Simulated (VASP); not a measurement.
# Al12O in VASP: notebook

Al12O is run at these levels: PBE; tasks: single point.

Program: VASP 6.6.1. These are calculated values, not measurements. Logs are shortened: lines on timing, memory, paths and dates and some standing lists are left out, and cuts for length are marked.

**1. The cell of the first run**

The cell holds a slab with vacuum, 13 atoms: a = 5.714 Å, b = 5.714 Å, c = 21.175 Å, α = 90.00°, β = 90.00°, γ = 90.00°.

**2. Single point, PBE, collinear spin, ferromagnetic start**

INCAR

```
PREC = Accurate
ENCUT = 520
EDIFF = 1E-6
ISMEAR = 0
SIGMA = 0.1
LREAL = F
LASPH = T
NELM = 150
ALGO = Normal
ISIF = 2
LWAVE = F
LCHARG = F
ISPIN = 2
MAGMOM = 0 0 0 0 0 0 0 0 0 0 0 0 2
LORBIT = 11
LDIPOL = T
IDIPOL = 3
DIPOL = 0.5 0.5 0.298
GGA = PE
NBANDS = 37
```

KPOINTS

```
regular mesh
0
Gamma
  5 5 1
```

POSCAR

```
Al12O
1.0
    5.7143028096      0.0000000000      0.0000000000
    0.0000000000      5.7143028096      0.0000000000
    0.0000000000      0.0000000000     21.1750228481
Al O
12 1
Direct
    0.2500000000      0.2500000000      0.1889018033
    0.2500000000      0.7500000000      0.1889018033
    0.7500000000      0.2500000000      0.1889018033
    0.7500000000      0.7500000000      0.1889018033
    0.0000000000      0.0000000000      0.2873686073
    0.0000000000      0.5000000000      0.2873686073
    0.5000000000      0.0000000000      0.2873686073
    0.5000000000      0.5000000000      0.2873686073
    0.2500000000      0.2500000000      0.3860691394
    0.2500000000      0.7500000000      0.3860691394
    0.7500000000      0.2500000000      0.3860691394
    0.7500000000      0.7500000000      0.3860691394
    0.5000000000      0.5000000000      0.4271552816
```

Potentials or basis: VASP PAW PBE potentials, release 64 (Al, O).

Launch:

```sh
$ cat potpaw_PBE.64/Al/POTCAR potpaw_PBE.64/O/POTCAR > POTCAR
$ mpirun -np 1 vasp_std > vasp.out
```

OUTCAR:

```text
PREC = Accurate
   ENCUT = 520
   EDIFF = 1E-6
   ISMEAR = 0
   LREAL = F
   LASPH = T
   NELM = 150
   ISIF = 2
   ISPIN = 2
   LORBIT = 11
   GGA = PE

 ion  position               nearest neighbor table
   1  0.250  0.250  0.189-   2 2.86   3 2.86   2 2.86   3 2.86   7 2.90   8 2.90   5 2.90   6 2.90

   2  0.250  0.750  0.189-   1 2.86   4 2.86   1 2.86   4 2.86   7 2.90   8 2.90   5 2.90   6 2.90

   3  0.750  0.250  0.189-   1 2.86   4 2.86   4 2.86   1 2.86   7 2.90   8 2.90   5 2.90   6 2.90
[... 4 lines left out ...]
                            11 2.91  12 2.91   9 2.91  10 2.91
   6  0.000  0.500  0.287-   5 2.86   8 2.86   5 2.86   8 2.86   1 2.90   2 2.90   3 2.90   4 2.90
                            11 2.91  12 2.91   9 2.91  10 2.91
   7  0.500  0.000  0.287-   5 2.86   8 2.86   8 2.86   5 2.86   1 2.90   2 2.90   3 2.90   4 2.90
                            11 2.91  12 2.91   9 2.91  10 2.91
   8  0.500  0.500  0.287-   6 2.86   7 2.86   7 2.86   6 2.86   1 2.90   2 2.90   3 2.90   4 2.90
                            11 2.91  12 2.91   9 2.91  10 2.91
   9  0.250  0.250  0.386-  13 2.20  11 2.86  10 2.86  10 2.86  11 2.86   6 2.91   7 2.91   8 2.91
                             5 2.91
  10  0.250  0.750  0.386-  13 2.20  12 2.86   9 2.86   9 2.86  12 2.86   6 2.91   7 2.91   8 2.91
                             5 2.91
  11  0.750  0.250  0.386-  13 2.20  12 2.86   9 2.86  12 2.86   9 2.86   6 2.91   7 2.91   8 2.91
                             5 2.91
  12  0.750  0.750  0.386-  13 2.20  11 2.86  10 2.86  11 2.86  10 2.86   6 2.91   7 2.91   8 2.91
                             5 2.91
  13  0.500  0.500  0.427-   9 2.20  10 2.20  11 2.20  12 2.20

  LATTYP: Found a simple tetragonal cell.
 ALAT       =     5.7143028096
 C/A-ratio  =     3.7056179124

  Lattice vectors:

 A1 = (   5.7143028096,   0.0000000000,   0.0000000000)
 A2 = (   0.0000000000,   5.7143028096,   0.0000000000)
 A3 = (   0.0000000000,   0.0000000000,  21.1750228481)

Analysis of symmetry for initial positions (statically):
=====================================================================
 Subroutine PRICEL returns:
 Original cell was already a primitive cell.

 Routine SETGRP: Setting up the symmetry group for a
 simple tetragonal supercell.

 Subroutine GETGRP returns: Found  8 space group operations
 (whereof  8 operations were pure point group operations)
 out of a pool of 16 trial point group operations.

The static configuration has the point symmetry C_4v.

Analysis of symmetry for dynamics (positions and initial velocities):
=====================================================================
 Subroutine PRICEL returns:
 Original cell was already a primitive cell.

 Routine SETGRP: Setting up the symmetry group for a
 simple tetragonal supercell.

 Subroutine GETGRP returns: Found  8 space group operations
 (whereof  8 operations were pure point group operations)
 out of a pool of 16 trial point group operations.

The dynamic configuration has the point symmetry C_4v.

Analysis of structural, dynamic, and magnetic symmetry:
=====================================================================
 Subroutine PRICEL returns:
 Original cell was already a primitive cell.

 Routine SETGRP: Setting up the symmetry group for a
 simple tetragonal supercell.

 Subroutine GETGRP returns: Found  8 space group operations
 (whereof  8 operations were pure point group operations)
 out of a pool of 16 trial point group operations.

The overall configuration has the point symmetry C_4v.

 Subroutine INISYM returns: Found  8 space group operations
 (whereof  8 operations are pure point group operations),
 and found     1 'primitive' translations

----------------------------------------------------------------------------------------

                                     Primitive cell

  volume of cell :     691.4335

  direct lattice vectors                    reciprocal lattice vectors
     5.714302810  0.000000000  0.000000000     0.174999476  0.000000000  0.000000000
     0.000000000  5.714302810  0.000000000     0.000000000  0.174999476  0.000000000
     0.000000000  0.000000000 21.175022848     0.000000000  0.000000000  0.047225451

  length of vectors
     5.714302810  5.714302810 21.175022848     0.174999476  0.174999476  0.047225451

  position of ions in fractional coordinates (direct lattice)
     0.250000000  0.250000000  0.188901803
     0.250000000  0.750000000  0.188901803
     0.750000000  0.250000000  0.188901803
     0.750000000  0.750000000  0.188901803
     0.000000000  0.000000000  0.287368607
     0.000000000  0.500000000  0.287368607
     0.500000000  0.000000000  0.287368607
     0.500000000  0.500000000  0.287368607
     0.250000000  0.250000000  0.386069139
     0.250000000  0.750000000  0.386069139
     0.750000000  0.250000000  0.386069139
     0.750000000  0.750000000  0.386069139
     0.500000000  0.500000000  0.427155282

  ion indices of the primitive-cell ions
   primitive index   ion index
                 1           1
                 2           2
[... 51 lines left out ...]
   ions per type =              12   1
   NGX,Y,Z   is equivalent  to a cutoff of  12.22, 12.22, 12.56 a.u.
   NGXF,Y,Z  is equivalent  to a cutoff of  24.44, 24.44, 25.12 a.u.
 SYSTEM =  unknown system
   PREC   = accura    normal or accurate (medium, high low for compatibility)
   ISTART =      0    job   : 0-new  1-cont  2-samecut
   ICHARG =      2    charge: 1-file 2-atom 10-const
   ISPIN  =      2    spin polarized calculation?
   LNONCOLLINEAR =      F non collinear calculations
   LSORBIT =      F    spin-orbit coupling
   LASPH  =      T    aspherical Exc in radial PAW
   ENCUT  =  520.0 eV  38.22 Ry    6.18 a.u.  10.62 10.62 39.37*2*pi/ulx,y,z
   NELM   =    150;   NELMIN=  2; NELMDL= -5     # of ELM steps
   EDIFF  = 0.1E-05   stopping-criterion for ELM
   LREAL  =      F    real-space projection
   EDIFFG = 0.1E-04   stopping-criterion for IOM
   NSW    =      0    number of steps for IOM
   IBRION =     -1    ionic relax: 0-MD 1-quasi-New 2-CG
   NFREE  =      0    steps in history (QN), initial steepest desc. (CG)
   ISIF   =      2    stress and relaxation
   ISYM   =      2    0-nonsym 1-usesym 2-fastsym
   POTIM  = 0.5000    time-step for ionic-motion
   TEBEG  =    0.0;   TEEND  =   0.0 temperature during run
   PSTRESS=    0.0 pullay stress
   NELECT =      42.0000    total number of electrons
   NUPDOWN=      -1.0000    fix difference up-down
   EMIN   =  10.00;   EMAX   =-10.00  energy-range for DOS
   EFERMI =   0.00;   METHOD = LEGACY
   ISMEAR =     0;   SIGMA  =   0.10  broadening in eV -4-tet -1-fermi 0-gaus
   EFERMI_NEDOS =   21; number of points for ismear=-14 and -15
   IALGO  =     38    algorithm
   IMIX   =      4    mixing-type and parameters
     AMIX     =   0.40;   BMIX     =  1.00
     AMIX_MAG =   1.60;   BMIX_MAG =  1.00
  volume/ion in A,a.u.               =      53.19       358.92
  Fermi-wavevector in a.u.,A,eV,Ry     =   0.643538  1.216111  5.634739  0.414142
  Thomas-Fermi vector in A             =   1.710571
   LORBIT       =     11    0 simple, 1 ext, 2 COOP (PROOUT), +10 PAW based schemes
   GGA     = PE    functional components
   LHFCALC =     F    Hartree Fock is set to
   AEXX    =    0.0000 exact exchange contribution
   IVDW    =     0    specifies the selected vdW correction
   LEPSILON=     F    determine dielectric tensor
   LRPA    =     F    only Hartree local field effects (RPA)
 spin polarized calculation
 Gauss-broadening in eV      SIGMA  =   0.10
  energy-cutoff  :      520.00
  volume of cell :      691.43
 maximum number of plane-waves:     18664
   NGX = 21   NGY = 21   NGZ = 79

 dipolmoment           0.000000      0.000000     -0.001872 electrons x Angstroem

 number of electron      41.9999995 magnetization       0.0001063

 dipolmoment           0.000000      0.000000      0.041710 electrons x Angstroem

 Free energy of the ion-electron system (eV)
  ---------------------------------------------------
  ext. energy  EPLUGINS =         0.00000000
  ---------------------------------------------------
  free energy    TOTEN  =       -48.77652221 eV

  energy without entropy =      -48.75714840  energy(sigma->0) =      -48.76683531

 E-fermi :  -0.7569     XC(G=0):  -3.9675

 val. band max:       -0.7839845816   @ k =   0.4000   0.0000   0.0000
 cond. band min:      -0.6333849455   @ k =   0.2000   0.0000   0.0000
 fundamental gap:      0.1505996360
 Fermi energy:        -0.7569282767

 spin component 1

 k-point     1 :       0.0000    0.0000    0.0000
  band No.  band energies     occupation
      1     -19.3095      1.00000
      2     -10.8524      1.00000
      3      -8.6677      1.00000
      4      -7.0683      1.00000
      5      -7.0683      1.00000
      6      -6.4928      1.00000
[... 205 lines left out ...]
     32       2.3525      0.00000
     33       2.4791      0.00000
 Fermi energy:        -0.7569282767

 spin component 2

 k-point     1 :       0.0000    0.0000    0.0000
  band No.  band energies     occupation
      1     -19.3095      1.00000
      2     -10.8524      1.00000
      3      -8.6677      1.00000
      4      -7.0683      1.00000
      5      -7.0683      1.00000
      6      -6.4928      1.00000
[... 205 lines left out ...]
     32       2.3525      0.00000
     33       2.4791      0.00000
 [bands above 33 left out]

------------------------ aborting loop because EDIFF is reached ----------------------------------------

 vacuum level on the upper side and lower side of the slab       (xc-potential included)         0.116        -0.109

  FORCE on cell =-STRESS in cart. coord.  units (eV):
  Direction    XX          YY          ZZ          XY          YZ          ZX
  --------------------------------------------------------------------------------------
  -------------------------------------------------------------------------------------
  Total      -11.9897600    -11.9897600     -0.6315281      0.0000000      0.0000000      0.0000000
  in kB      -27.7824591    -27.7824591     -1.4633658      0.0000000      0.0000000      0.0000000
  external PRESSURE =     -19.0094280 kB  Pullay stress =       0.0000000 kB

 VOLUME and BASIS-vectors are now :
 -----------------------------------------------------------------------------
  energy-cutoff  :      520.00
  volume of cell :      691.43
      direct lattice vectors                 reciprocal lattice vectors
     5.714302810  0.000000000  0.000000000     0.174999476  0.000000000  0.000000000
     0.000000000  5.714302810  0.000000000     0.000000000  0.174999476  0.000000000
     0.000000000  0.000000000 21.175022848     0.000000000  0.000000000  0.047225451

 POSITION                                       TOTAL-FORCE (eV/Angst)
 -----------------------------------------------------------------------------------
      1.42858      1.42858      4.00000        -0.002937     -0.002937      0.024547
      1.42858      4.28573      4.00000        -0.002937      0.002937      0.024547
      4.28573      1.42858      4.00000         0.002937     -0.002937      0.024547
      4.28573      4.28573      4.00000         0.002937      0.002937      0.024547
      0.00000      0.00000      6.08504        -0.000000      0.000000     -0.306344
      0.00000      2.85715      6.08504        -0.000000      0.000000      0.129320
      2.85715      0.00000      6.08504        -0.000000     -0.000000      0.129320
      2.85715      2.85715      6.08504        -0.000000      0.000000     -0.286860
      1.42858      1.42858      8.17502         0.240536      0.240536      0.315349
      1.42858      4.28573      8.17502         0.240536     -0.240536      0.315349
      4.28573      1.42858      8.17502        -0.240536      0.240536      0.315349
      4.28573      4.28573      8.17502        -0.240536     -0.240536      0.315349
      2.85715      2.85715      9.04502        -0.000000     -0.000000     -1.025018
 -----------------------------------------------------------------------------------
    total drift:                                0.000000     -0.000000     -0.000720

  FREE ENERGIE OF THE ION-ELECTRON SYSTEM (eV)
  ---------------------------------------------------
  free  energy   TOTEN  =       -48.7765222129 eV

  energy  without entropy=      -48.7571484050  energy(sigma->0) =      -48.76683531

 vacuum level on the upper side and lower side of the slab         3.884         3.652

 total charge

# of ion       s       p       d       tot
------------------------------------------
    1        0.470   0.286   0.000   0.756
    2        0.470   0.286   0.000   0.756
    3        0.470   0.286   0.000   0.756
    4        0.470   0.286   0.000   0.756
    5        0.441   0.329   0.000   0.771
    6        0.429   0.328   0.000   0.757
    7        0.429   0.328   0.000   0.757
    8        0.434   0.332   0.000   0.766
    9        0.440   0.282   0.000   0.721
   10        0.440   0.282   0.000   0.721
   11        0.440   0.282   0.000   0.721
   12        0.440   0.282   0.000   0.721
   13        1.589   3.312   0.000   4.901
--------------------------------------------------
tot          6.962   6.900   0.000  13.862

 magnetization (x)

# of ion       s       p       d       tot
------------------------------------------
    1       -0.000   0.000   0.000  -0.000
    2       -0.000   0.000   0.000  -0.000
    3       -0.000   0.000   0.000  -0.000
    4       -0.000   0.000   0.000  -0.000
    5        0.000   0.000   0.000   0.000
    6        0.000   0.000   0.000   0.000
    7        0.000   0.000   0.000   0.000
    8        0.000   0.000   0.000   0.000
    9        0.000   0.000   0.000   0.000
   10        0.000   0.000   0.000   0.000
   11        0.000   0.000   0.000   0.000
   12        0.000   0.000   0.000   0.000
   13       -0.000  -0.000   0.000  -0.000
--------------------------------------------------
tot          0.000  -0.000   0.000   0.000
```

Run time: 5.5 min. Hardware: 1 thread of AMD EPYC 9R45 (Zen 5), shared host; peak memory 0.89 GiB.

Results:

- Free energy: -48.7765 eV
- Largest force: 1.025 eV/Å
- Band gap on the k mesh: zero (filled and empty bands overlap)
- Net moment: 0.00 μB per cell
- Valence electrons inside the program's atomic spheres: Al 0.76, 0.77, 0.72 (each value once); O 4.90

Forces on the atoms (eV/Å):
```
Al  -0.003 -0.003  0.025
Al  -0.003  0.003  0.025
Al   0.003 -0.003  0.025
Al   0.003  0.003  0.025
Al   0.000  0.000 -0.306
Al   0.000  0.000  0.129
Al   0.000  0.000  0.129
Al   0.000  0.000 -0.287
Al   0.241  0.241  0.315
Al   0.241 -0.241  0.315
Al  -0.241  0.241  0.315
Al  -0.241 -0.241  0.315
O    0.000  0.000 -1.025
```

Levels at points of the mesh, in eV from the Fermi level:
Spin up:
```csv
k point,band 19,band 20,band 21,band 22,band 23,band 24
"(0.00, 0.00, 0.00)",-0.81,-0.50,-0.50,-0.33,-0.17,0.59
```
Spin down:
| k point | band 17 | band 18 | band 19 | band 20 | band 21 | band 22 | band 23 | band 24 | band 25 | band 26 |
| --- | --- | --- | --- | --- | --- | --- | --- | --- | --- | --- |
| (0.00, 0.00, 0.00) | -1.88 | -1.59 | -0.81 | -0.50 | -0.50 | -0.33 | -0.17 | 0.59 | 0.59 | 0.78 |

(Continued in part 2 of 2.)
